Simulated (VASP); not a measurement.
# TiNi (Pm-3m) in VASP: single point with LDA

Aim: the single point of TiNi with LDA.

All numbers are computed with VASP 6.6.1; they aren't measurements. Logs are shortened: lines on timing, memory, paths and dates and some standing lists are left out, and cuts for length are marked.

## Step 1: The cell of the first run

The structure is cubic, space group Pm-3m (No. 221). Conventional cell: a = 3.015 Å, b = 3.015 Å, c = 3.015 Å, α = 90.00°, β = 90.00°, γ = 90.00°. Ti (site symmetry m-3m) has 8 Ni at 2.61 Å and 6 Ti at 3.01 Å within 3.4 Å. Within 3.4 Å of Ni (site symmetry m-3m) lie 8 Ti at 2.61 Å and 6 Ni at 3.01 Å.

## Step 2: Single point, LDA

File INCAR:

```
  PREC = Accurate
  ENCUT = 520
  EDIFF = 1E-7
  ISMEAR = 0
  SIGMA = 0.05
  LREAL = F
  LASPH = T
  NELM = 80
  ALGO = Normal
  ISIF = 2
  LWAVE = F
  LCHARG = F
  NBANDS = 18
```

File KPOINTS:

```
regular mesh
0
Gamma
  12 12 12
```

File POSCAR:

```
TiNi
1.0
    3.0149989595      0.0000000000      0.0000000000
    0.0000000000      3.0149989595      0.0000000000
    0.0000000000      0.0000000000      3.0149989595
Ti Ni
1 1
Direct
    0.5000000000      0.5000000000      0.5000000000
    0.0000000000      0.0000000000      0.0000000000
```

Potentials or basis: VASP PAW LDA potentials, release 64 (Ti_sv, Ni).

Command:

```
$ cat potpaw_LDA.64/Ti_sv/POTCAR potpaw_LDA.64/Ni/POTCAR > POTCAR
$ mpirun -np 1 vasp_std > vasp.out
```

OUTCAR:

```text
PREC = Accurate
   ENCUT = 520
   EDIFF = 1E-7
   ISMEAR = 0
   LREAL = F
   LASPH = T
   NELM = 80
   ISIF = 2

 ion  position               nearest neighbor table
   1  0.500  0.500  0.500-   2 2.61   2 2.61   2 2.61   2 2.61   2 2.61   2 2.61   2 2.61   2 2.61

   2  0.000  0.000  0.000-   1 2.61   1 2.61   1 2.61   1 2.61   1 2.61   1 2.61   1 2.61   1 2.61

  LATTYP: Found a simple cubic cell.
 ALAT       =     3.0149989595

  Lattice vectors:

 A1 = (   3.0149989595,   0.0000000000,   0.0000000000)
 A2 = (   0.0000000000,   3.0149989595,   0.0000000000)
 A3 = (   0.0000000000,   0.0000000000,   3.0149989595)

Analysis of symmetry for initial positions (statically):
=====================================================================
 Subroutine PRICEL returns:
 Original cell was already a primitive cell.

 Routine SETGRP: Setting up the symmetry group for a
 simple cubic supercell.

 Subroutine GETGRP returns: Found 48 space group operations
 (whereof 48 operations were pure point group operations)
 out of a pool of 48 trial point group operations.

The static configuration has the point symmetry O_h .

Analysis of symmetry for dynamics (positions and initial velocities):
=====================================================================
 Subroutine PRICEL returns:
 Original cell was already a primitive cell.

 Routine SETGRP: Setting up the symmetry group for a
 simple cubic supercell.

 Subroutine GETGRP returns: Found 48 space group operations
 (whereof 48 operations were pure point group operations)
 out of a pool of 48 trial point group operations.

The dynamic configuration has the point symmetry O_h .

 Subroutine INISYM returns: Found 48 space group operations
 (whereof 48 operations are pure point group operations),
 and found     1 'primitive' translations

----------------------------------------------------------------------------------------

                                     Primitive cell

  volume of cell :      27.4070

  direct lattice vectors                    reciprocal lattice vectors
     3.014998960  0.000000000  0.000000000     0.331675073  0.000000000  0.000000000
     0.000000000  3.014998960  0.000000000     0.000000000  0.331675073  0.000000000
     0.000000000  0.000000000  3.014998960     0.000000000  0.000000000  0.331675073

  length of vectors
     3.014998960  3.014998960  3.014998960     0.331675073  0.331675073  0.331675073

  position of ions in fractional coordinates (direct lattice)
     0.500000000  0.500000000  0.500000000
     0.000000000  0.000000000  0.000000000

  ion indices of the primitive-cell ions
   primitive index   ion index
                 1           1
                 2           2

----------------------------------------------------------------------------------------

 KPOINTS: regular mesh

Automatic generation of k-mesh.
 Grid dimensions read from file:
 generate k-points for:   12   12   12

 Generating k-lattice:

  Cartesian coordinates                     Fractional coordinates (reciprocal lattice)
     0.027639589  0.000000000  0.000000000     0.083333333  0.000000000  0.000000000
     0.000000000  0.027639589  0.000000000     0.000000000  0.083333333  0.000000000
     0.000000000  0.000000000  0.027639589     0.000000000  0.000000000  0.083333333

  Length of vectors
     0.027639589  0.027639589  0.027639589

  Shift w.r.t. Gamma in fractional coordinates (k-lattice)
     0.000000000  0.000000000  0.000000000

 Subroutine IBZKPT returns following result:
 ===========================================

 Found     84 irreducible k-points:

 Following reciprocal coordinates:
            Coordinates               Weight
  0.000000  0.000000  0.000000      1.000000
  0.083333  0.000000  0.000000      6.000000
  0.166667  0.000000  0.000000      6.000000
  0.250000  0.000000  0.000000      6.000000
  0.333333  0.000000  0.000000      6.000000
  0.416667  0.000000  0.000000      6.000000
[... 16 lines left out ...]
  0.333333  0.333333  0.000000     12.000000
  0.416667  0.333333  0.000000     24.000000
 [... further k-points ...]
   k-points           NKPTS =     84   k-points in BZ     NKDIM =     84   number of bands    NBANDS=     18
   number of dos      NEDOS =    301   number of ions     NIONS =      2
   total plane-waves  NPLWV =  13824
   dimension x,y,z NGX =    24 NGY =   24 NGZ =   24
   dimension x,y,z NGXF=    48 NGYF=   48 NGZF=   48
   ions per type =               1   1
   NGX,Y,Z   is equivalent  to a cutoff of  13.23, 13.23, 13.23 a.u.
   NGXF,Y,Z  is equivalent  to a cutoff of  26.47, 26.47, 26.47 a.u.
 SYSTEM =  unknown system
   PREC   = accura    normal or accurate (medium, high low for compatibility)
   ISTART =      0    job   : 0-new  1-cont  2-samecut
   ICHARG =      2    charge: 1-file 2-atom 10-const
   ISPIN  =      1    spin polarized calculation?
   LNONCOLLINEAR =      F non collinear calculations
   LSORBIT =      F    spin-orbit coupling
   LASPH  =      T    aspherical Exc in radial PAW
   ENCUT  =  520.0 eV  38.22 Ry    6.18 a.u.   5.61  5.61  5.61*2*pi/ulx,y,z
   NELM   =     80;   NELMIN=  2; NELMDL= -5     # of ELM steps
   EDIFF  = 0.1E-06   stopping-criterion for ELM
   LREAL  =      F    real-space projection
   EDIFFG = 0.1E-05   stopping-criterion for IOM
   NSW    =      0    number of steps for IOM
   IBRION =     -1    ionic relax: 0-MD 1-quasi-New 2-CG
   NFREE  =      0    steps in history (QN), initial steepest desc. (CG)
   ISIF   =      2    stress and relaxation
   ISYM   =      2    0-nonsym 1-usesym 2-fastsym
   POTIM  = 0.5000    time-step for ionic-motion
   TEBEG  =    0.0;   TEEND  =   0.0 temperature during run
   PSTRESS=    0.0 pullay stress
   NELECT =      22.0000    total number of electrons
   NUPDOWN=      -1.0000    fix difference up-down
   EMIN   =  10.00;   EMAX   =-10.00  energy-range for DOS
   EFERMI =   0.00;   METHOD = LEGACY
   ISMEAR =     0;   SIGMA  =   0.05  broadening in eV -4-tet -1-fermi 0-gaus
   EFERMI_NEDOS =   21; number of points for ismear=-14 and -15
   IALGO  =     38    algorithm
   IMIX   =      4    mixing-type and parameters
     AMIX     =   0.40;   BMIX     =  1.00
     AMIX_MAG =   1.60;   BMIX_MAG =  1.00
  volume/ion in A,a.u.               =      13.70        92.48
  Fermi-wavevector in a.u.,A,eV,Ry     =   1.521465  2.875151 31.495514  2.314855
  Thomas-Fermi vector in A             =   2.630176
   LORBIT       =      0    0 simple, 1 ext, 2 COOP (PROOUT), +10 PAW based schemes
   GGA     = CA    functional components
   LHFCALC =     F    Hartree Fock is set to
   AEXX    =    0.0000 exact exchange contribution
   IVDW    =     0    specifies the selected vdW correction
   LEPSILON=     F    determine dielectric tensor
   LRPA    =     F    only Hartree local field effects (RPA)
 non-spin polarized calculation
 Gauss-broadening in eV      SIGMA  =   0.05
  energy-cutoff  :      520.00
  volume of cell :       27.41
 maximum number of plane-waves:       756
 NGX is ok and might be reduce to    24
   NGX = 11   NGY = 11   NGZ = 11

 number of electron      21.9999993 magnetization

 Free energy of the ion-electron system (eV)
  ---------------------------------------------------
  ext. energy  EPLUGINS =         0.00000000
  ---------------------------------------------------
  free energy    TOTEN  =       -15.79712922 eV

  energy without entropy =      -15.79217012  energy(sigma->0) =      -15.79464967

 E-fermi :   9.0225     XC(G=0): -12.6788

 val. band max:        9.0082993770   @ k =   0.3333   0.2500   0.0833
 cond. band min:       9.0275430066   @ k =   0.5000   0.2500   0.2500
 fundamental gap:      0.0192436296
 Fermi energy:         9.0224554777

 k-point     1 :       0.0000    0.0000    0.0000
  band No.  band energies     occupation
      1     -47.4934      2.00000
      2     -23.9771      2.00000
      3     -23.9771      2.00000
      4     -23.9771      2.00000
      5       1.3750      2.00000
      6       5.2500      2.00000
[... 10 lines left out ...]
     17      17.5285      0.00000
     18      17.5285      0.00000

 k-point     2 :       0.0833    0.0000    0.0000
  band No.  band energies     occupation
      1     -47.4914      2.00000
      2     -23.9961      2.00000
      3     -23.9757      2.00000
      4     -23.9757      2.00000
      5       1.5082      2.00000
      6       5.3028      2.00000
[... 10 lines left out ...]
     17      17.8349      0.00000
     18      17.8349      0.00000

 k-point     3 :       0.1667    0.0000    0.0000
  band No.  band energies     occupation
      1     -47.4860      2.00000
      2     -24.0478      2.00000
      3     -23.9717      2.00000
      4     -23.9717      2.00000
      5       1.8988      2.00000
      6       5.4459      2.00000
[... 10 lines left out ...]
     17      18.6555      0.00000
     18      18.6555      0.00000

 k-point     4 :       0.2500    0.0000    0.0000
  band No.  band energies     occupation
      1     -47.4786      2.00000
      2     -24.1177      2.00000
      3     -23.9664      2.00000
      4     -23.9664      2.00000
      5       2.5195      2.00000
      6       5.6180      2.00000
[... 375 lines left out ...]
      4     -23.9428      2.00000
      5       4.8912      2.00000
      6       5.4026      2.00000
[... 10 lines left out ...]
     17      18.6648      0.00000
     18      19.9233      0.00000

 k-point    23 :       0.3333    0.3333    0.0000
  band No.  band energies     occupation
      1     -47.4505      2.00000
      2     -24.1631      2.00000
      3     -24.1549      2.00000
      4     -23.9426      2.00000
      5       4.4192      2.00000
      6       5.5380      2.00000
[... 10 lines left out ...]
     17      16.8121      0.00000
     18      20.4754      0.00000

 k-point    24 :       0.4167    0.3333    0.0000
  band No.  band energies     occupation
      1     -47.4454      2.00000
      2     -24.2066      2.00000
      3     -24.1520      2.00000
      4     -23.9380      2.00000
      5       4.6854      2.00000
      6       5.3887      2.00000
[... 10 lines left out ...]
     17      17.1249      0.00000
     18      19.2444      0.00000

 [... further k-points ...]
[... 5 lines left out ...]
  --------------------------------------------------------------------------------------
  -------------------------------------------------------------------------------------
  Total       -2.1454753     -2.1454753     -2.1454753     -0.0000000     -0.0000000      0.0000000
  in kB     -125.4216774   -125.4216774   -125.4216774     -0.0000000     -0.0000000      0.0000000
  external PRESSURE =    -125.4216774 kB  Pullay stress =       0.0000000 kB

 VOLUME and BASIS-vectors are now :
 -----------------------------------------------------------------------------
  energy-cutoff  :      520.00
  volume of cell :       27.41
      direct lattice vectors                 reciprocal lattice vectors
     3.014998960  0.000000000  0.000000000     0.331675073  0.000000000  0.000000000
     0.000000000  3.014998960  0.000000000     0.000000000  0.331675073  0.000000000
     0.000000000  0.000000000  3.014998960     0.000000000  0.000000000  0.331675073

 POSITION                                       TOTAL-FORCE (eV/Angst)
 -----------------------------------------------------------------------------------
      1.50750      1.50750      1.50750         0.000000      0.000000      0.000000
      0.00000      0.00000      0.00000         0.000000      0.000000      0.000000
 -----------------------------------------------------------------------------------
    total drift:                                0.000000      0.000000     -0.000000

  FREE ENERGIE OF THE ION-ELECTRON SYSTEM (eV)
  ---------------------------------------------------
  free  energy   TOTEN  =       -15.7971292165 eV

  energy  without entropy=      -15.7921701202  energy(sigma->0) =      -15.79464967
```

It took 28 s on 1 thread of Intel Xeon Platinum 8175M at 2.50GHz (Skylake/Cascade Lake), shared host; peak memory 0.15 GiB.

What came out:

- Free energy: -15.7971 eV
- Pressure: -12.5 GPa
- Band gap on the k mesh: zero (band 11 reaches 9.56 eV, above the bottom of band 12 at 7.76 eV)

Levels at points of the mesh, in eV from the Fermi level:
```
           k point  band 9  band 10  band 11  band 12  band 13  band 14
(0.00, 0.00, 0.00)   -1.97    -1.97     0.41     0.41     2.50     2.50
(0.50, 0.00, 0.00)   -2.07    -1.67    -0.72    -0.63     0.61     0.61
(0.50, 0.50, 0.00)   -1.29    -0.76     0.54     0.54     0.86     2.21
(0.50, 0.50, 0.50)   -2.06    -2.06    -1.26    -1.26     3.00     3.00
```

Spin polarisation is off, so any magnetic state and its effect on volume and gap are missing.
